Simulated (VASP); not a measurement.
# ZnS in VASP: notebook, part 3 of 3

VASP 6.6.1. The steps go on from the part before.

## Step 6: Single point, PBE (atoms displaced along a vibrational mode)

Input file INCAR:

```
ALGO = Normal ; EDIFF = 1E-6
ENCUT = 520 ; GGA = PE
ISIF = 2 ; ISMEAR = 0
LASPH = T ; LCHARG = T
LELF = T ; LREAL = F
LVHAR = T ; LWAVE = F
NBANDS = 26 ; NELM = 80
PREC = Accurate ; SIGMA = 0.05
```

Input file KPOINTS:

```
k-points
0
Gamma
  9 9 4
```

Input file POSCAR:

```
ZnS
1.0
    3.8455587354      0.0000000000      0.0000000000
   -1.9227793677      3.3303515566      0.0000000000
    0.0000000000      0.0000000000      6.3037246812
Zn S
2 2
Direct
    0.3529558864      0.7059117727      0.0052003729
    0.6470441136      0.2940882273      0.5052003729
    0.3174763541      0.6349527081      0.3797996271
    0.6825236459      0.3650472919      0.8797996271
```

Potentials or basis: VASP PAW PBE potentials, release 64 (Zn, S).

Command:

```
$ cat potpaw_PBE.64/Zn/POTCAR potpaw_PBE.64/S/POTCAR > POTCAR
$ mpirun -np 1 vasp_std > vasp.out
```

OUTCAR:

```text
EDIFF = 1E-6
   ENCUT = 520
   GGA = PE
   ISIF = 2
   ISMEAR = 0
   LASPH = T
   LREAL = F
   NELM = 80
   PREC = Accurate

 ion  position               nearest neighbor table
   1  0.353  0.706  0.005-   4 2.33   4 2.37   4 2.37   3 2.37
   2  0.647  0.294  0.505-   3 2.33   3 2.37   3 2.37   4 2.37
   3  0.317  0.635  0.380-   2 2.33   2 2.37   2 2.37   1 2.37
   4  0.683  0.365  0.880-   1 2.33   1 2.37   1 2.37   2 2.37

  LATTYP: Found a hexagonal cell.
 ALAT       =     3.8455587354
 C/A-ratio  =     1.6392220520

  Lattice vectors:

 A1 = (   3.8455587354,   0.0000000000,   0.0000000000)
 A2 = (  -1.9227793677,   3.3303515566,   0.0000000000)
 A3 = (   0.0000000000,   0.0000000000,   6.3037246812)

Analysis of symmetry for initial positions (statically):
=====================================================================
 Subroutine PRICEL returns:
 Original cell was already a primitive cell.

 Routine SETGRP: Setting up the symmetry group for a
 hexagonal supercell.

 Subroutine GETGRP returns: Found  4 space group operations
 (whereof  2 operations were pure point group operations)
 out of a pool of 24 trial point group operations.

The static configuration has the point symmetry C_1h.
 The point group associated with its full space group is C_2v.

Analysis of symmetry for dynamics (positions and initial velocities):
=====================================================================
 Subroutine PRICEL returns:
 Original cell was already a primitive cell.

 Routine SETGRP: Setting up the symmetry group for a
 hexagonal supercell.

 Subroutine GETGRP returns: Found  4 space group operations
 (whereof  2 operations were pure point group operations)
 out of a pool of 24 trial point group operations.

[... 119 lines left out ...]
   EFERMI =   0.00;   METHOD = LEGACY
   ISMEAR =     0;   SIGMA  =   0.05  broadening in eV -4-tet -1-fermi 0-gaus
   EFERMI_NEDOS =   21; number of points for ismear=-14 and -15
   IALGO  =     38    algorithm
   IMIX   =      4    mixing-type and parameters
     AMIX     =   0.40;   BMIX     =  1.00
     AMIX_MAG =   1.60;   BMIX_MAG =  1.00
  volume/ion in A,a.u.               =      20.18       136.20
  Fermi-wavevector in a.u.,A,eV,Ry     =   1.250720  2.363518 21.283599  1.564300
  Thomas-Fermi vector in A             =   2.384701
   LORBIT       =      0    0 simple, 1 ext, 2 COOP (PROOUT), +10 PAW based schemes
   GGA     = PE    functional components
   LHFCALC =     F    Hartree Fock is set to
   AEXX    =    0.0000 exact exchange contribution
   IVDW    =     0    specifies the selected vdW correction
   LEPSILON=     F    determine dielectric tensor
   LRPA    =     F    only Hartree local field effects (RPA)
 non-spin polarized calculation
 Gauss-broadening in eV      SIGMA  =   0.05
  energy-cutoff  :      520.00
  volume of cell :       80.73
 maximum number of plane-waves:      2208
 NGX is ok and might be reduce to    30
   NGX = 15   NGY = 15   NGZ = 23

 number of electron      36.0000000 magnetization

 Free energy of the ion-electron system (eV)
  ---------------------------------------------------
  ext. energy  EPLUGINS =         0.00000000
  ---------------------------------------------------
  free energy    TOTEN  =       -13.66632087 eV

  energy without entropy =      -13.66632087  energy(sigma->0) =      -13.66632087

 E-fermi :   2.1911     XC(G=0):  -9.5224

 val. band max:        1.9602028691   @ k =   0.0000   0.0000   0.0000
 cond. band min:       3.9737383035   @ k =   0.0000   0.0000   0.0000
 fundamental gap:      2.0135354343
 Fermi energy:         2.1910842522

 k-point     1 :       0.0000    0.0000    0.0000
  band No.  band energies     occupation
      1     -11.0860      2.00000
      2     -10.1931      2.00000
      3      -4.3599      2.00000
      4      -4.3482      2.00000
      5      -4.2996      2.00000
      6      -4.2630      2.00000
[... 685 lines left out ...]
     25      11.2413      0.00000
     26      11.4868      0.00000

 [... further k-points ...]

------------------------ aborting loop because EDIFF is reached ----------------------------------------

  FORCE on cell =-STRESS in cart. coord.  units (eV):
  Direction    XX          YY          ZZ          XY          YZ          ZX
  --------------------------------------------------------------------------------------
  -------------------------------------------------------------------------------------
  Total        0.1968094     -0.0999960     -0.0791445      0.0000000      0.0000000      0.0000000
  in kB        3.9057961     -1.9844789     -1.5706684      0.0000000      0.0000000      0.0000000
  external PRESSURE =       0.1168829 kB  Pullay stress =       0.0000000 kB

 VOLUME and BASIS-vectors are now :
 -----------------------------------------------------------------------------
  energy-cutoff  :      520.00
  volume of cell :       80.73
      direct lattice vectors                 reciprocal lattice vectors
     3.845558735  0.000000000  0.000000000     0.260040236  0.150134300  0.000000000
    -1.922779368  3.330351557  0.000000000     0.000000000  0.300268600  0.000000000
     0.000000000  0.000000000  6.303724681     0.000000000  0.000000000  0.158636370

 POSITION                                       TOTAL-FORCE (eV/Angst)
 -----------------------------------------------------------------------------------
      0.00000      2.35093      0.03278        -0.000000     -0.170520      0.037502
      1.92278      0.97942      3.18464         0.000000      0.170520      0.037502
      0.00000      2.11462      2.39415         0.000000      0.054915     -0.037502
      1.92278      1.21574      5.54601         0.000000     -0.054915     -0.037502
 -----------------------------------------------------------------------------------
    total drift:                               -0.000000      0.000000     -0.000302

  FREE ENERGIE OF THE ION-ELECTRON SYSTEM (eV)
  ---------------------------------------------------
  free  energy   TOTEN  =       -13.6663208714 eV

  energy  without entropy=      -13.6663208714  energy(sigma->0) =      -13.66632087
```

stdout:

```text
POSCAR found type information on POSCAR ZnS
 POSCAR found :  2 types and       4 ions
 scaLAPACK will be used
 LDA part: xc-table for (Slater+PW92), standard interpolation
 POSCAR, INCAR and KPOINTS ok, starting setup
 FFT: planning ... GRIDC
 FFT: planning ... GRID_SOFT
 FFT: planning ... GRID
 WAVECAR not read
 entering main loop
```

It took 75 s on 1 thread of Intel Xeon 6975P-C (Granite Rapids), shared host; peak memory 0.27 GiB.

Results:

| Property | Result |
| --- | --- |
| Free energy | -13.6663 eV |
| Pressure | 0.0 GPa |
| Largest force | 0.175 eV/Å |
| Band gap on the k mesh | 2.01 eV |

Forces on the atoms (eV/Å):
```
Zn   0.000 -0.171  0.038
Zn   0.000  0.171  0.038
S    0.000  0.055 -0.038
S    0.000 -0.055 -0.038
```

Stress tensor (GPa, compression positive):
```
 0.39  0.00  0.00
 0.00 -0.20  0.00
 0.00  0.00 -0.16
```

Levels at points of the mesh, in eV from the valence-band top:
| k point | band 14 | band 15 | band 16 | band 17 | band 18 | band 19 | band 20 | band 21 | band 22 | band 23 |
| --- | --- | --- | --- | --- | --- | --- | --- | --- | --- | --- |
| (0.00, 0.00, 0.00) | -0.92 | -0.85 | -0.12 | -0.10 | 0.00 | 2.01 | 3.02 | 6.06 | 6.50 | 6.52 |
| (0.00, 0.00, 0.50) | -2.85 | -0.53 | -0.53 | -0.46 | -0.46 | 3.42 | 3.42 | 6.52 | 6.52 | 6.71 |

Caveat: the cell differs from its parent crystal (atoms displaced along a vibrational mode).

## Step 7: Summary

| cell | gap on the mesh (eV) | pressure (GPa) | largest force (eV/Å) |
| --- | --- | --- | --- |
| as given, atomic positions A | 1.93 | -0.3 | 0.35 |
| as given, atomic positions B | 2.03 | 0.0 | 0.17 |
| as given, atomic positions C | 2.02 | -0.1 | 0.23 |
| as given, atomic positions D | 2.04 | 0.0 | 0.15 |
| as given, atomic positions E | 2.01 | 0.0 | 0.17 |

Alike in all rows: task single point; level PBE; potentials or basis VASP PAW PBE potentials, release 64 (Zn, S); no spin polarisation; k mesh 9 × 9 × 4; cutoff (eV) 520; smearing gaussian 0.05 eV.

Absolute energies hang on the potentials; compare differences alone.
